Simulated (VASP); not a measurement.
# Ag (Pm-3m) in VASP: further runs

Runs on Ag. Level: PBE. Tasks: relaxation of cell and atoms.

All numbers are computed with VASP 6.6.1; they aren't measurements. Logs are shortened: lines on timing, memory, paths and dates and some standing lists are left out, and cuts for length are marked.

## (1) The cell of the first run

The structure is cubic, space group Pm-3m (No. 221). The conventional cell has a = 2.660 Å, b = 2.660 Å, c = 2.660 Å, α = 90.00°, β = 90.00°, γ = 90.00°. Ag (site symmetry m-3m) has 6 Ag at 2.66 Å within 3.5 Å.

## (2) Relaxation of cell and atoms, PBE, target pressure 15 GPa, at which the enthalpy is minimised

Contents of INCAR:

```
SYSTEM = Ag
PREC     = Accurate       ! precision mode
ENCUT    = 600            ! plane-wave cutoff, eV
EDIFF    = 1E-6           ! SCF threshold, eV
ISMEAR   = 0              ! smearing method
SIGMA    = 0.05           ! smearing width, eV
LREAL    = .FALSE.        ! projectors in reciprocal space
LASPH    = .TRUE.         ! aspherical terms in the spheres
NELM     = 100            ! most SCF steps
ALGO     = Normal         ! electronic algorithm
ISIF     = 3              ! what is computed and relaxed
LWAVE    = .FALSE.        ! write WAVECAR
LCHARG   = .FALSE.        ! write CHGCAR
GGA      = PE             ! functional
IBRION   = 2              ! ionic algorithm
NSW      = 80             ! ionic steps
EDIFFG   = -0.03          ! ionic threshold
PSTRESS  = 150.0
```

Contents of KPOINTS:

```
Automatic mesh
0
G
  9 9 9
  0 0 0
```

Contents of POSCAR:

```
Ag
1.0
    2.6600000000      0.0000000000      0.0000000000
    0.0000000000      2.6600000000      0.0000000000
    0.0000000000      0.0000000000      2.6600000000
Ag
1
Direct
    0.0000000000      0.0000000000      0.0000000000
```

Potentials or basis: VASP PAW PBE potentials, release 64 (Ag).

Command:

```sh
$ cat potpaw_PBE.64/Ag/POTCAR > POTCAR
$ mpirun -np 1 vasp_std > vasp.out
```

OUTCAR:

```text
SYSTEM = Ag
   PREC = Accurate
   ENCUT = 600
   EDIFF = 1E-6
   ISMEAR = 0
   LREAL = .FALSE.
   LASPH = .TRUE.
   NELM = 100
   ISIF = 3
   GGA = PE
   IBRION = 2
   NSW = 80
   EDIFFG = -0.03
   PSTRESS = 150.0

 ion  position               nearest neighbor table
   1  0.000  0.000  0.000-

  LATTYP: Found a simple cubic cell.
 ALAT       =     2.6600000000

  Lattice vectors:

 A1 = (   2.6600000000,   0.0000000000,   0.0000000000)
 A2 = (   0.0000000000,   2.6600000000,   0.0000000000)
 A3 = (   0.0000000000,   0.0000000000,   2.6600000000)

Analysis of symmetry for initial positions (statically):
=====================================================================
 Subroutine PRICEL returns:
 Original cell was already a primitive cell.

 Routine SETGRP: Setting up the symmetry group for a
 simple cubic supercell.

 Subroutine GETGRP returns: Found 48 space group operations
 (whereof 48 operations were pure point group operations)
 out of a pool of 48 trial point group operations.

The static configuration has the point symmetry O_h .

Analysis of symmetry for dynamics (positions and initial velocities):
=====================================================================
 Subroutine PRICEL returns:
 Original cell was already a primitive cell.

 Routine SETGRP: Setting up the symmetry group for a
 simple cubic supercell.

 Subroutine GETGRP returns: Found 48 space group operations
 (whereof 48 operations were pure point group operations)
 out of a pool of 48 trial point group operations.

The dynamic configuration has the point symmetry O_h .

 Subroutine INISYM returns: Found 48 space group operations
 (whereof 48 operations are pure point group operations),
 and found     1 'primitive' translations

----------------------------------------------------------------------------------------

                                     Primitive cell

  volume of cell :      18.8211

  direct lattice vectors                    reciprocal lattice vectors
     2.660000000  0.000000000  0.000000000     0.375939850  0.000000000  0.000000000
     0.000000000  2.660000000  0.000000000     0.000000000  0.375939850  0.000000000
     0.000000000  0.000000000  2.660000000     0.000000000  0.000000000  0.375939850

  length of vectors
     2.660000000  2.660000000  2.660000000     0.375939850  0.375939850  0.375939850

  position of ions in fractional coordinates (direct lattice)
     0.000000000  0.000000000  0.000000000

  ion indices of the primitive-cell ions
   primitive index   ion index
                 1           1

----------------------------------------------------------------------------------------

 KPOINTS: Automatic mesh

Automatic generation of k-mesh.
 Grid dimensions read from file:
 generate k-points for:    9    9    9

 Generating k-lattice:

  Cartesian coordinates                     Fractional coordinates (reciprocal lattice)
     0.041771094  0.000000000  0.000000000     0.111111111  0.000000000  0.000000000
     0.000000000  0.041771094  0.000000000     0.000000000  0.111111111  0.000000000
     0.000000000  0.000000000  0.041771094     0.000000000  0.000000000  0.111111111

  Length of vectors
     0.041771094  0.041771094  0.041771094

  Shift w.r.t. Gamma in fractional coordinates (k-lattice)
     0.000000000  0.000000000  0.000000000

 Subroutine IBZKPT returns following result:
 ===========================================

 Found     35 irreducible k-points:

 Following reciprocal coordinates:
            Coordinates               Weight
  0.000000  0.000000  0.000000      1.000000
  0.111111  0.000000  0.000000      6.000000
  0.222222  0.000000  0.000000      6.000000
  0.333333  0.000000  0.000000      6.000000
  0.444444  0.000000  0.000000      6.000000
  0.111111  0.111111  0.000000     12.000000
[... 16 lines left out ...]
  0.333333  0.333333  0.111111     24.000000
  0.444444  0.333333  0.111111     48.000000
 [... further k-points ...]
   k-points           NKPTS =     35   k-points in BZ     NKDIM =     35   number of bands    NBANDS=      9
   number of dos      NEDOS =    301   number of ions     NIONS =      1
   total plane-waves  NPLWV =  13824
   dimension x,y,z NGX =    24 NGY =   24 NGZ =   24
   dimension x,y,z NGXF=    48 NGYF=   48 NGZF=   48
   ions per type =               1
   NGX,Y,Z   is equivalent  to a cutoff of  15.00, 15.00, 15.00 a.u.
   NGXF,Y,Z  is equivalent  to a cutoff of  30.00, 30.00, 30.00 a.u.
 SYSTEM =  Ag
   PREC   = accura    normal or accurate (medium, high low for compatibility)
   ISTART =      0    job   : 0-new  1-cont  2-samecut
   ICHARG =      2    charge: 1-file 2-atom 10-const
   ISPIN  =      1    spin polarized calculation?
   LNONCOLLINEAR =      F non collinear calculations
   LSORBIT =      F    spin-orbit coupling
   LASPH  =      T    aspherical Exc in radial PAW
   ENCUT  =  600.0 eV  44.10 Ry    6.64 a.u.   5.31  5.31  5.31*2*pi/ulx,y,z
   NELM   =    100;   NELMIN=  2; NELMDL= -5     # of ELM steps
   EDIFF  = 0.1E-05   stopping-criterion for ELM
   LREAL  =      F    real-space projection
   EDIFFG = -.3E-01   stopping-criterion for IOM
   NSW    =     80    number of steps for IOM
   IBRION =      2    ionic relax: 0-MD 1-quasi-New 2-CG
   NFREE  =      1    steps in history (QN), initial steepest desc. (CG)
   ISIF   =      3    stress and relaxation
   ISYM   =      2    0-nonsym 1-usesym 2-fastsym
   POTIM  = 0.5000    time-step for ionic-motion
   TEBEG  =    0.0;   TEEND  =   0.0 temperature during run
   PSTRESS=  150.0 pullay stress
   NELECT =      11.0000    total number of electrons
   NUPDOWN=      -1.0000    fix difference up-down
   EMIN   =  10.00;   EMAX   =-10.00  energy-range for DOS
   EFERMI =   0.00;   METHOD = LEGACY
   ISMEAR =     0;   SIGMA  =   0.05  broadening in eV -4-tet -1-fermi 0-gaus
   EFERMI_NEDOS =   21; number of points for ismear=-14 and -15
   IALGO  =     38    algorithm
   IMIX   =      4    mixing-type and parameters
     AMIX     =   0.40;   BMIX     =  1.00
     AMIX_MAG =   1.60;   BMIX_MAG =  1.00
  volume/ion in A,a.u.               =      18.82       127.01
  Fermi-wavevector in a.u.,A,eV,Ry     =   1.368750  2.586562 25.490191  1.873476
  Thomas-Fermi vector in A             =   2.494686
   LORBIT       =      0    0 simple, 1 ext, 2 COOP (PROOUT), +10 PAW based schemes
   GGA     = PE    functional components
   LHFCALC =     F    Hartree Fock is set to
   AEXX    =    0.0000 exact exchange contribution
   IVDW    =     0    specifies the selected vdW correction
   LEPSILON=     F    determine dielectric tensor
   LRPA    =     F    only Hartree local field effects (RPA)
 conjugate gradient relaxation of ions
 non-spin polarized calculation
 Gauss-broadening in eV      SIGMA  =   0.05
  energy-cutoff  :      600.00
  volume of cell :       18.82
 maximum number of plane-waves:       647
 NGX is ok and might be reduce to    24
   NGX = 11   NGY = 11   NGZ = 11

--------------------------------------- Ionic step        1  -------------------------------------------

 number of electron      11.0000003 magnetization

 Free energy of the ion-electron system (eV)
  ---------------------------------------------------
  ext. energy  EPLUGINS =         0.00000000
  ---------------------------------------------------
  free energy    TOTEN  =        -2.34405866 eV

  energy without entropy =       -2.34393008  energy(sigma->0) =       -2.34399437

------------------------ aborting loop because EDIFF is reached ----------------------------------------

  FORCE on cell =-STRESS in cart. coord.  units (eV):
  Direction    XX          YY          ZZ          XY          YZ          ZX
  --------------------------------------------------------------------------------------
  -------------------------------------------------------------------------------------
  Total        1.0053049      1.0053049      1.0053049      0.0000000     -0.0000000     -0.0000000
  in kB       85.5782672     85.5782672     85.5782672      0.0000000     -0.0000000     -0.0000000
  external PRESSURE =     -64.4217328 kB  Pullay stress =     150.0000000 kB

 VOLUME and BASIS-vectors are now :
 -----------------------------------------------------------------------------
  energy-cutoff  :      600.00
  volume of cell :       18.82
      direct lattice vectors                 reciprocal lattice vectors
     2.660000000  0.000000000  0.000000000     0.375939850  0.000000000  0.000000000
     0.000000000  2.660000000  0.000000000     0.000000000  0.375939850  0.000000000
     0.000000000  0.000000000  2.660000000     0.000000000  0.000000000  0.375939850
[... 44 lines left out ...]
  FREE ENERGIE OF THE ION-ELECTRON SYSTEM (eV)
  ---------------------------------------------------
  free  energy   TOTEN  =        -2.1442264555 eV

  energy  without entropy=       -2.1441097437  energy(sigma->0) =       -2.14416810

  enthalpy is  TOTEN    =        -0.5681807702 eV   P V=        1.5760456853

--------------------------------------- Ionic step        3  -------------------------------------------

 number of electron      10.9999999 magnetization

 Free energy of the ion-electron system (eV)
  ---------------------------------------------------
  ext. energy  EPLUGINS =         0.00000000
  ---------------------------------------------------
  free energy    TOTEN  =        -2.27891696 eV

  energy without entropy =       -2.27879672  energy(sigma->0) =       -2.27885684

 E-fermi :   7.4510     XC(G=0): -11.8183

 val. band max:        7.3780980016   @ k =   0.3333   0.3333   0.1111
 cond. band min:       7.9411882321   @ k =   0.4444   0.2222   0.0000
 fundamental gap:      0.5630902305
 Fermi energy:         7.4509824466

 k-point     1 :       0.0000    0.0000    0.0000
  band No.  band energies     occupation
      1       0.4146      2.00000
      2       1.2087      2.00000
      3       1.2087      2.00000
      4       4.9206      2.00000
      5       4.9206      2.00000
      6       4.9206      2.00000
      7      22.7259      0.00000
      8      22.7259      0.00000
      9      22.7259      0.00000

 k-point     2 :       0.1111    0.0000    0.0000
  band No.  band energies     occupation
      1       0.6974      2.00000
      2       1.2514      2.00000
      3       1.4531      2.00000
      4       4.7610      2.00000
      5       4.7610      2.00000
      6       4.9337      2.00000
      7      20.3985      0.00000
      8      23.2038      0.00000
      9      23.2038      0.00000
[... 253 lines left out ...]
 k-point    24 :       0.4444    0.3333    0.1111
  band No.  band energies     occupation
      1       1.7050      2.00000
      2       2.3913      2.00000
      3       3.5543      2.00000
      4       3.8363      2.00000
      5       4.7323      2.00000
      6       9.5994      0.00000
      7      12.4127      0.00000
      8      18.9072      0.00000
      9      21.1326      0.00000

 [... further k-points ...]
[... 5 lines left out ...]
  --------------------------------------------------------------------------------------
  -------------------------------------------------------------------------------------
  Total        1.6661062      1.6661062      1.6661062      0.0000000      0.0000000     -0.0000000
  in kB      148.9667822    148.9667822    148.9667822      0.0000000      0.0000000     -0.0000000
  external PRESSURE =      -1.0332178 kB  Pullay stress =     150.0000000 kB

 VOLUME and BASIS-vectors are now :
 -----------------------------------------------------------------------------
  energy-cutoff  :      600.00
  volume of cell :       17.92
      direct lattice vectors                 reciprocal lattice vectors
     2.616824562 -0.000000000 -0.000000000     0.382142546 -0.000000000  0.000000000
     0.000000000  2.616824562  0.000000000     0.000000000  0.382142546  0.000000000
    -0.000000000 -0.000000000  2.616824562     0.000000000 -0.000000000  0.382142546

 POSITION                                       TOTAL-FORCE (eV/Angst)
 -----------------------------------------------------------------------------------
      0.00000      0.00000      0.00000        -0.000000     -0.000000      0.000000
 -----------------------------------------------------------------------------------
    total drift:                                0.000000      0.000000      0.000000

  FREE ENERGIE OF THE ION-ELECTRON SYSTEM (eV)
  ---------------------------------------------------
  free  energy   TOTEN  =        -2.2789169572 eV

  energy  without entropy=       -2.2787967247  energy(sigma->0) =       -2.27885684

  enthalpy is  TOTEN    =        -0.6012548362 eV   P V=        1.6776621210

 reached required accuracy - stopping structural energy minimisation
```

Wall time 11 s (1 thread of Intel Xeon Platinum 8488C (Sapphire Rapids), shared host); peak memory 0.15 GiB.

What came out:

```
Free energy                                            : -2.2789 eV
Relaxed volume                                         : 17.92 Å³/atom
Relaxed cell                                           : a = 2.617 Å, b = 2.617 Å, c = 2.617 Å, α = 90.00°, β = 90.00°, γ = 90.00°
Space group after relaxing (to 0.05 Å)                 : Pm-3m (No. 221)
Energy change on relaxing (the enthalpy is what falls) : +65.1 meV/atom
Ionic steps                                            : 3
Pressure after relaxing                                : 14.9 GPa
```

Step by step:
| step | energy change (eV) | largest force (eV/Å) | pressure (GPa) | volume (Å³) |
| --- | --- | --- | --- | --- |
| 1 | 0.0000 | 0.0000 | 8.56 | 18.82 |
| 2 | 0.1998 | 0.0000 | 25.51 | 16.83 |
| 3 | 0.0651 | 0.0000 | 14.90 | 17.92 |

Final structure:
```xyz
1
Lattice="2.6168 0.0000 0.0000 0.0000 2.6168 0.0000 0.0000 0.0000 2.6168" Properties=species:S:1:pos:R:3 pbc="T T T"
Ag    0.0000    0.0000    0.0000
```

Caveat: the cell is relaxed towards a set pressure, so the enthalpy falls and the energy may rise.

## (3) Relaxation of cell and atoms, PBE, target pressure 30 GPa, at which the enthalpy is minimised

Changes to INCAR since step 2:

```diff
@@ -8,3 +8,3 @@
 LASPH    = .TRUE.         ! aspherical terms in the spheres
-NELM     = 100            ! most SCF steps
+NELM     = 80             ! most SCF steps
 ALGO     = Normal         ! electronic algorithm
@@ -17,2 +17,2 @@
 EDIFFG   = -0.03          ! ionic threshold
-PSTRESS  = 150.0
+PSTRESS  = 300.0
```

Contents of KPOINTS:

```
regular mesh
0
G
  9 9 9
  0 0 0
```

POSCAR is that of step 2.

Potentials or basis: VASP PAW PBE potentials, release 64 (Ag).

Command:

```sh
$ cat potpaw_PBE.64/Ag/POTCAR > POTCAR
$ mpirun -np 1 vasp_std > vasp.out
```

It took 18 s on 1 thread of Intel Xeon Platinum 8488C (Sapphire Rapids), shared host; peak memory 0.15 GiB.

Results (log left out):

| Property | Result |
| --- | --- |
| Free energy | -2.0798 eV |
| Relaxed volume | 16.46 Å³/atom |
| Relaxed cell | a = 2.544 Å, b = 2.544 Å, c = 2.544 Å, α = 90.00°, β = 90.00°, γ = 90.00° |
| Space group after relaxing (to 0.05 Å) | Pm-3m (No. 221) |
| Energy change on relaxing (the enthalpy is what falls) | +264.2 meV/atom |
| Ionic steps | 5 |
| Pressure after relaxing | 30.1 GPa |

Step by step:
```tsv
step	energy change (eV)	largest force (eV/Å)	pressure (GPa)	volume (Å³)
1	0.0000	0.0000	8.56	18.82
2	1.8502	0.0000	127.77	12.76
3	0.2321	0.0000	27.80	16.64
4	0.2535	0.0000	29.27	16.52
5	0.2642	0.0000	30.05	16.46
```

Final structure:
```
Ag
1.0
     2.54386    0.00000    0.00000
     0.00000    2.54386    0.00000
     0.00000    0.00000    2.54386
Ag
1
Direct
  0.00000 0.00000 0.00000
```

Levels at points of the mesh, in eV from the Fermi level:
| k point | band 2 | band 3 | band 4 | band 5 | band 6 | band 7 | band 8 | band 9 |
| --- | --- | --- | --- | --- | --- | --- | --- | --- |
| (0.00, 0.00, 0.00) | -6.78 | -6.78 | -2.52 | -2.52 | -2.52 | 15.92 | 15.92 | 15.92 |

Caveat: the cell is relaxed towards a set pressure, so the enthalpy falls and the energy may rise.

## (4) Relaxation of cell and atoms, PBE, target pressure 45 GPa, at which the enthalpy is minimised

Contents of INCAR:

```
SYSTEM = Ag
ALGO = Normal
EDIFF = 1E-6
EDIFFG = -0.03
ENCUT = 600
GGA = PE
IBRION = 2
ISIF = 3
ISMEAR = 0
LASPH = .True.
LCHARG = .False.
LREAL = .False.
LWAVE = .False.
NELM = 100
NSW = 80
PREC = Accurate
PSTRESS = 450.0
SIGMA = 0.05
```

Contents of KPOINTS:

```
k-points
0
Gamma
  9 9 9
  0 0 0
```

POSCAR is that of step 3.

Command:

```sh
$ cat potpaw_PBE.64/Ag/POTCAR > POTCAR
$ mpirun -np 1 vasp_std > vasp.out
```

Wall time 16 s (1 thread of Intel Xeon Platinum 8488C (Sapphire Rapids), shared host); peak memory 0.15 GiB.

It converged, with:

```
Free energy                                            : -1.8544 eV
Relaxed volume                                         : 15.49 Å³/atom
Relaxed cell                                           : a = 2.493 Å, b = 2.493 Å, c = 2.493 Å, α = 90.00°, β = 90.00°, γ = 90.00°
Space group after relaxing (to 0.05 Å)                 : Pm-3m (No. 221)
Energy change on relaxing (the enthalpy is what falls) : +489.6 meV/atom
Ionic steps                                            : 5
Pressure after relaxing                                : 45.1 GPa
```

The path:
```tsv
step	energy change (eV)	largest force (eV/Å)	pressure (GPa)	volume (Å³)
1	0.0000	0.0000	8.56	18.82
2	7.2565	0.0000	462.07	9.40
3	0.3568	0.0000	36.38	16.01
4	0.4202	0.0000	40.59	15.75
5	0.4896	0.0000	45.10	15.49
```

Final structure:
```
Ag
1.0
     2.49279    0.00000    0.00000
     0.00000    2.49279    0.00000
     0.00000    0.00000    2.49279
Ag
1
Cartesian
  0.0000 0.0000 0.0000
```

Levels at points of the mesh, in eV from the Fermi level:
```tsv
k point	band 2	band 3	band 4	band 5	band 6	band 7	band 8	band 9
(0.00, 0.00, 0.00)	-7.22	-7.22	-2.51	-2.51	-2.51	16.37	16.37	16.37
```

Caveat: the cell is relaxed towards a set pressure, so the enthalpy falls and the energy may rise; the volume moved by over 15 % at a fixed basis, so the end points are rough.

## (5) Summary

```tsv
cell	gap on the mesh (eV)	pressure (GPa)
relaxed to 15 GPa	none	14.9
relaxed to 30 GPa	none	30.1
relaxed to 45 GPa	none	45.1
```

Alike in all rows: task relaxation of cell and atoms; level PBE; potentials or basis VASP PAW PBE potentials, release 64 (Ag); no spin polarisation; k mesh 9 × 9 × 9; cutoff (eV) 600; smearing gaussian 0.05 eV.

Caveats: the cell is relaxed towards a set pressure, so the enthalpy falls and the energy may rise; the volume moved by over 15 % at a fixed basis, so the end points are rough (some runs).

Total energies depend on the potentials used, so only differences within one code and one set of settings carry meaning.
